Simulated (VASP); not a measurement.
# KZnF3 (Pm-3m) in VASP: single point with PBE

Aim: the single point of KZnF3 with PBE.

All numbers are computed with VASP 6.6.1; they aren't measurements. Logs are shortened: lines on timing, memory, paths and dates and some standing lists are left out, and cuts for length are marked.

## 1. The cell of the first run

The structure is cubic, space group Pm-3m (No. 221). The conventional cell has a = 4.047 Å, b = 4.047 Å, c = 4.047 Å, α = 90.00°, β = 90.00°, γ = 90.00°. Within 3.8 Å of K (site symmetry m-3m) lie 12 F at 2.86 Å and 8 Zn at 3.51 Å. Zn (site symmetry m-3m) has 6 F at 2.02 Å within 2.7 Å. F (site symmetry 4/mmm) has 2 Zn at 2.02 Å within 2.7 Å.

## 2. Single point, PBE

INCAR

```
PREC = Accurate
ENCUT = 600
EDIFF = 1E-6
ISMEAR = -1
SIGMA = 0.2585199978643553
LREAL = False
LASPH = True
NELM = 120
ALGO = Normal
ISIF = 2
LWAVE = False
LCHARG = False
GGA = PE
NBANDS = 29
GGA_COMPAT = False
```

KPOINTS

```
regular mesh
0
Gamma
  4 4 4
```

POSCAR

```
KZnF3
1.0
    4.0474167900      0.0000000000      0.0000000000
    0.0000000000      4.0474167900      0.0000000000
    0.0000000000      0.0000000000      4.0474167900
K Zn F
1 1 3
Direct
    0.0000000000      0.0000000000      0.0000000000
    0.5000000000      0.5000000000      0.5000000000
    0.0000000000      0.5000000000      0.5000000000
    0.5000000000      0.0000000000      0.5000000000
    0.5000000000      0.5000000000      0.0000000000
```

Potentials or basis: VASP PAW PBE potentials, release 64 (K_sv, Zn, F).

Command:

```sh
cat potpaw_PBE.64/K_sv/POTCAR potpaw_PBE.64/Zn/POTCAR potpaw_PBE.64/F/POTCAR > POTCAR
mpirun -np 1 vasp_std > vasp.out
```

OUTCAR:

```text
PREC = Accurate
   ENCUT = 600
   EDIFF = 1E-6
   ISMEAR = -1
   LREAL = False
   LASPH = True
   NELM = 120
   ISIF = 2
   GGA = PE

 ion  position               nearest neighbor table
   1  0.000  0.000  0.000-
   2  0.500  0.500  0.500-   3 2.02   4 2.02   5 2.02   5 2.02   4 2.02   3 2.02
   3  0.000  0.500  0.500-   2 2.02   2 2.02
   4  0.500  0.000  0.500-   2 2.02   2 2.02
   5  0.500  0.500  0.000-   2 2.02   2 2.02

  LATTYP: Found a simple cubic cell.
 ALAT       =     4.0474167900

  Lattice vectors:

 A1 = (   4.0474167900,   0.0000000000,   0.0000000000)
 A2 = (   0.0000000000,   4.0474167900,   0.0000000000)
 A3 = (   0.0000000000,   0.0000000000,   4.0474167900)

Analysis of symmetry for initial positions (statically):
=====================================================================
 Subroutine PRICEL returns:
 Original cell was already a primitive cell.

 Routine SETGRP: Setting up the symmetry group for a
 simple cubic supercell.

 Subroutine GETGRP returns: Found 48 space group operations
 (whereof 48 operations were pure point group operations)
 out of a pool of 48 trial point group operations.

The static configuration has the point symmetry O_h .

Analysis of symmetry for dynamics (positions and initial velocities):
=====================================================================
 Subroutine PRICEL returns:
 Original cell was already a primitive cell.

 Routine SETGRP: Setting up the symmetry group for a
 simple cubic supercell.

 Subroutine GETGRP returns: Found 48 space group operations
 (whereof 48 operations were pure point group operations)
 out of a pool of 48 trial point group operations.

The dynamic configuration has the point symmetry O_h .

 Subroutine INISYM returns: Found 48 space group operations
 (whereof 48 operations are pure point group operations),
 and found     1 'primitive' translations

----------------------------------------------------------------------------------------

                                     Primitive cell

  volume of cell :      66.3031

  direct lattice vectors                    reciprocal lattice vectors
     4.047416790  0.000000000  0.000000000     0.247071170  0.000000000  0.000000000
     0.000000000  4.047416790  0.000000000     0.000000000  0.247071170  0.000000000
     0.000000000  0.000000000  4.047416790     0.000000000  0.000000000  0.247071170

  length of vectors
     4.047416790  4.047416790  4.047416790     0.247071170  0.247071170  0.247071170

  position of ions in fractional coordinates (direct lattice)
     0.000000000  0.000000000  0.000000000
     0.500000000  0.500000000  0.500000000
     0.000000000  0.500000000  0.500000000
     0.500000000  0.000000000  0.500000000
     0.500000000  0.500000000  0.000000000

  ion indices of the primitive-cell ions
   primitive index   ion index
                 1           1
                 2           2
                 3           3
                 4           4
                 5           5

----------------------------------------------------------------------------------------

 KPOINTS: regular mesh

Automatic generation of k-mesh.
 Grid dimensions read from file:
 generate k-points for:    4    4    4

 Generating k-lattice:

  Cartesian coordinates                     Fractional coordinates (reciprocal lattice)
     0.061767792  0.000000000  0.000000000     0.250000000  0.000000000  0.000000000
     0.000000000  0.061767792  0.000000000     0.000000000  0.250000000  0.000000000
     0.000000000  0.000000000  0.061767792     0.000000000  0.000000000  0.250000000

  Length of vectors
     0.061767792  0.061767792  0.061767792

  Shift w.r.t. Gamma in fractional coordinates (k-lattice)
     0.000000000  0.000000000  0.000000000

 Subroutine IBZKPT returns following result:
 ===========================================

 Found     10 irreducible k-points:

 Following reciprocal coordinates:
            Coordinates               Weight
  0.000000  0.000000  0.000000      1.000000
  0.250000  0.000000  0.000000      6.000000
  0.500000  0.000000  0.000000      3.000000
  0.250000  0.250000  0.000000     12.000000
  0.500000  0.250000  0.000000     12.000000
  0.500000  0.500000  0.000000      3.000000
  0.250000  0.250000  0.250000      8.000000
  0.500000  0.250000  0.250000     12.000000
  0.500000  0.500000  0.250000      6.000000
  0.500000  0.500000  0.500000      1.000000
   k-points           NKPTS =     10   k-points in BZ     NKDIM =     10   number of bands    NBANDS=     29
   number of dos      NEDOS =    301   number of ions     NIONS =      5
   total plane-waves  NPLWV =  32768
   dimension x,y,z NGX =    32 NGY =   32 NGZ =   32
   dimension x,y,z NGXF=    64 NGYF=   64 NGZF=   64
   ions per type =               1   1   3
   NGX,Y,Z   is equivalent  to a cutoff of  13.14, 13.14, 13.14 a.u.
   NGXF,Y,Z  is equivalent  to a cutoff of  26.29, 26.29, 26.29 a.u.
 SYSTEM =  unknown system
   PREC   = accura    normal or accurate (medium, high low for compatibility)
   ISTART =      0    job   : 0-new  1-cont  2-samecut
   ICHARG =      2    charge: 1-file 2-atom 10-const
   ISPIN  =      1    spin polarized calculation?
   LNONCOLLINEAR =      F non collinear calculations
   LSORBIT =      F    spin-orbit coupling
   LASPH  =      T    aspherical Exc in radial PAW
   ENCUT  =  600.0 eV  44.10 Ry    6.64 a.u.   8.08  8.08  8.08*2*pi/ulx,y,z
   NELM   =    120;   NELMIN=  2; NELMDL= -5     # of ELM steps
   EDIFF  = 0.1E-05   stopping-criterion for ELM
   LREAL  =      F    real-space projection
[... 7 lines left out ...]
   TEBEG  =    0.0;   TEEND  =   0.0 temperature during run
   PSTRESS=    0.0 pullay stress
   NELECT =      42.0000    total number of electrons
   NUPDOWN=      -1.0000    fix difference up-down
   EMIN   =  10.00;   EMAX   =-10.00  energy-range for DOS
   EFERMI =   0.00;   METHOD = LEGACY
   ISMEAR =    -1;   SIGMA  =   0.26  broadening in eV -4-tet -1-fermi 0-gaus
   EFERMI_NEDOS =   21; number of points for ismear=-14 and -15
   IALGO  =     38    algorithm
   IMIX   =      4    mixing-type and parameters
     AMIX     =   0.40;   BMIX     =  1.00
     AMIX_MAG =   1.60;   BMIX_MAG =  1.00
  volume/ion in A,a.u.               =      13.26        89.49
  Fermi-wavevector in a.u.,A,eV,Ry     =   1.405983  2.656922 26.895827  1.976788
  Thomas-Fermi vector in A             =   2.528389
   LORBIT       =      0    0 simple, 1 ext, 2 COOP (PROOUT), +10 PAW based schemes
   GGA     = PE    functional components
   LHFCALC =     F    Hartree Fock is set to
   AEXX    =    0.0000 exact exchange contribution
   IVDW    =     0    specifies the selected vdW correction
   LEPSILON=     F    determine dielectric tensor
   LRPA    =     F    only Hartree local field effects (RPA)
 non-spin polarized calculation
  energy-cutoff  :      600.00
  volume of cell :       66.30
 maximum number of plane-waves:      2272
   NGX = 17   NGY = 17   NGZ = 17

 number of electron      42.0000059 magnetization

 Free energy of the ion-electron system (eV)
  ---------------------------------------------------
  ext. energy  EPLUGINS =         0.00000000
  ---------------------------------------------------
  free energy    TOTEN  =       -20.26673570 eV

  energy without entropy =      -20.26636643  energy(sigma->0) =      -20.26655106

 E-fermi :   1.4984     XC(G=0):  -9.8889

 val. band max:       -0.7387935735   @ k =   0.5000   0.5000   0.5000
 cond. band min:       3.0602989911   @ k =   0.0000   0.0000   0.0000
 fundamental gap:      3.7990925646
 Fermi energy:         1.4983500104

 k-point     1 :       0.0000    0.0000    0.0000
  band No.  band energies     occupation
      1     -27.8406      2.00000
      2     -22.3679      2.00000
      3     -21.7386      2.00000
      4     -21.7386      2.00000
      5     -11.3275      2.00000
      6     -11.3275      2.00000
[... 21 lines left out ...]
     28      10.2873      0.00000
     29      13.4248      0.00000

 k-point     2 :       0.2500    0.0000    0.0000
  band No.  band energies     occupation
      1     -27.8295      2.00000
      2     -22.2994      2.00000
      3     -21.8015      2.00000
      4     -21.7352      2.00000
      5     -11.3262      2.00000
      6     -11.3049      2.00000
[... 21 lines left out ...]
     28      10.4373      0.00000
     29      12.9900      0.00000

 k-point     3 :       0.5000    0.0000    0.0000
  band No.  band energies     occupation
      1     -27.8183      2.00000
      2     -22.2086      2.00000
      3     -21.8866      2.00000
      4     -21.7318      2.00000
      5     -11.3247      2.00000
      6     -11.2820      2.00000
[... 21 lines left out ...]
     28      11.5519      0.00000
     29      11.8218      0.00000

 k-point     4 :       0.2500    0.2500    0.0000
  band No.  band energies     occupation
      1     -27.8199      2.00000
      2     -22.2255      2.00000
      3     -21.8212      2.00000
      4     -21.7698      2.00000
      5     -11.3595      2.00000
      6     -11.3057      2.00000
[... 21 lines left out ...]
     28      10.4985      0.00000
     29      12.1621      0.00000

 k-point     5 :       0.5000    0.2500    0.0000
  band No.  band energies     occupation
      1     -27.8103      2.00000
      2     -22.1215      2.00000
      3     -21.8941      2.00000
      4     -21.7810      2.00000
      5     -11.3600      2.00000
      6     -11.3393      2.00000
[... 21 lines left out ...]
     28      11.4257      0.00000
     29      11.7671      0.00000

 k-point     6 :       0.5000    0.5000    0.0000
  band No.  band energies     occupation
      1     -27.8022      2.00000
      2     -21.9625      2.00000
      3     -21.9018      2.00000
      4     -21.9018      2.00000
      5     -11.3948      2.00000
      6     -11.3948      2.00000
[... 21 lines left out ...]
     28      10.9064      0.00000
     29      11.9963      0.00000

 k-point     7 :       0.2500    0.2500    0.2500
  band No.  band energies     occupation
      1     -27.8117      2.00000
      2     -22.1548      2.00000
      3     -21.8153      2.00000
      4     -21.8153      2.00000
      5     -11.3723      2.00000
      6     -11.3723      2.00000
[... 21 lines left out ...]
     28      10.7474      0.00000
     29      13.0093      0.00000

 k-point     8 :       0.5000    0.2500    0.2500
  band No.  band energies     occupation
      1     -27.8035      2.00000
      2     -22.0509      2.00000
      3     -21.8938      2.00000
      4     -21.8094      2.00000
      5     -11.4010      2.00000
      6     -11.3853      2.00000
[... 21 lines left out ...]
     28      11.3280      0.00000
     29      11.8680      0.00000

 k-point     9 :       0.5000    0.5000    0.2500
  band No.  band energies     occupation
      1     -27.7967      2.00000
      2     -21.9242      2.00000
      3     -21.8936      2.00000
      4     -21.8936      2.00000
      5     -11.4418      2.00000
      6     -11.4418      2.00000
[... 21 lines left out ...]
     28      11.7958      0.00000
     29      11.8026      0.00000

 k-point    10 :       0.5000    0.5000    0.5000
  band No.  band energies     occupation
      1     -27.7911      2.00000
      2     -21.8854      2.00000
      3     -21.8854      2.00000
      4     -21.8854      2.00000
      5     -11.4885      2.00000
      6     -11.4885      2.00000
[... 21 lines left out ...]
     28      11.7884      0.00000
     29      12.7688      0.00000

------------------------ aborting loop because EDIFF is reached ----------------------------------------

  FORCE on cell =-STRESS in cart. coord.  units (eV):
  Direction    XX          YY          ZZ          XY          YZ          ZX
  --------------------------------------------------------------------------------------
  -------------------------------------------------------------------------------------
  Total        2.0766847      2.0766847      2.0766847     -0.0000000      0.0000000     -0.0000000
  in kB       50.1819309     50.1819309     50.1819309     -0.0000000      0.0000000     -0.0000000
  external PRESSURE =      50.1819309 kB  Pullay stress =       0.0000000 kB

 VOLUME and BASIS-vectors are now :
 -----------------------------------------------------------------------------
  energy-cutoff  :      600.00
  volume of cell :       66.30
      direct lattice vectors                 reciprocal lattice vectors
     4.047416790  0.000000000  0.000000000     0.247071170  0.000000000  0.000000000
     0.000000000  4.047416790  0.000000000     0.000000000  0.247071170  0.000000000
     0.000000000  0.000000000  4.047416790     0.000000000  0.000000000  0.247071170

 POSITION                                       TOTAL-FORCE (eV/Angst)
 -----------------------------------------------------------------------------------
      0.00000      0.00000      0.00000         0.000000      0.000000      0.000000
      2.02371      2.02371      2.02371         0.000000      0.000000      0.000000
      0.00000      2.02371      2.02371         0.000000      0.000000      0.000000
      2.02371      0.00000      2.02371         0.000000      0.000000      0.000000
      2.02371      2.02371      0.00000         0.000000      0.000000      0.000000
 -----------------------------------------------------------------------------------
    total drift:                                0.000000     -0.000000     -0.000000

  FREE ENERGIE OF THE ION-ELECTRON SYSTEM (eV)
  ---------------------------------------------------
  free  energy   TOTEN  =       -20.2667356965 eV

  energy  without entropy=      -20.2663664313  energy(sigma->0) =      -20.26655106
```

Wall time 39 s (1 thread of Intel Xeon 8259CL, shared host); peak memory 0.19 GiB.

What came out:

```
Free energy            : -20.2667 eV
Pressure               : 5.0 GPa
Band gap on the k mesh : 3.80 eV (least direct gap 5.67 eV)
```

Levels at points of the mesh, in eV from the valence-band top:
| k point | band 17 | band 18 | band 19 | band 20 | band 21 | band 22 | band 23 | band 24 | band 25 | band 26 |
| --- | --- | --- | --- | --- | --- | --- | --- | --- | --- | --- |
| (0.00, 0.00, 0.00) | -2.08 | -2.08 | -1.87 | -1.87 | -1.87 | 3.80 | 8.69 | 8.69 | 9.41 | 11.03 |
| (0.50, 0.00, 0.00) | -2.04 | -2.04 | -1.71 | -1.71 | -1.58 | 6.57 | 8.30 | 9.64 | 11.08 | 11.08 |
| (0.50, 0.50, 0.00) | -2.06 | -1.80 | -1.80 | -1.52 | 0.00 | 8.05 | 10.12 | 10.16 | 10.16 | 11.43 |
| (0.50, 0.50, 0.50) | -1.50 | -1.50 | -1.50 | 0.00 | 0.00 | 8.43 | 8.43 | 8.43 | 10.24 | 12.26 |

Caveat: the cell stands under pressure. A k mesh can miss the band edges.
